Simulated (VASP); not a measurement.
Runs of VASP 6.6.1 on Cr. The structure is that of space group P6/mmm (No. 191), or close to it. The cells are those of the table. This isn't the form of Cr at room conditions, which is bcc.

```tsv
cell	k mesh	gap on the mesh (eV)	pressure (GPa)
a = 4.128, b = 4.128, c = 2.228 Å, angles 90.0, 90.0, 120.0°, 3 atoms	10 × 10 × 16	none	11.2
a = 4.294, b = 4.294, c = 2.318 Å, angles 90.0, 90.0, 120.0°, 3 atoms	10 × 10 × 16	none	(a)
a = 4.070, b = 4.070, c = 2.197 Å, angles 90.0, 90.0, 120.0°, 3 atoms	10 × 10 × 16	none	25.4
a = 4.185, b = 4.185, c = 2.259 Å, angles 90.0, 90.0, 120.0°, 3 atoms	10 × 10 × 16	none	-0.3
a = 4.010, b = 4.010, c = 2.165 Å, angles 90.0, 90.0, 120.0°, 3 atoms	10 × 10 × 16	none	42.9
a = 4.185, b = 4.185, c = 2.259 Å, angles 90.0, 90.0, 120.0°, 3 atoms	12 × 12 × 18	none	-0.3
a = 4.346, b = 4.346, c = 2.346 Å, angles 90.0, 90.0, 120.0°, 3 atoms	10 × 10 × 16	none	(b)
a = 4.240, b = 4.240, c = 2.289 Å, angles 90.0, 90.0, 120.0°, 3 atoms	10 × 10 × 16	none	-9.6
a = 4.185, b = 4.185, c = 2.259 Å, angles 90.0, 90.0, 120.0°, 3 atoms	9 × 9 × 13	none	-0.4
```

Alike in all rows: task single point; level PBEsol; potentials or basis VASP PAW PBE potentials, release 64 (Cr_pv); no spin polarisation; cutoff (eV) 520; smearing fermi-dirac 0.1 eV.

Estimate the missing entries.

(a) -17.2; (b) -23.3.

Caveats: the PAW data sets were made with another functional, which shifts forces and pressure a little; the run has no spin polarisation, though such a crystal can be magnetic; the cell stands under pressure (at least some runs); the cell stands under tension (at least some runs).

A gap of «none» marks levels without a gap at the run's occupations.
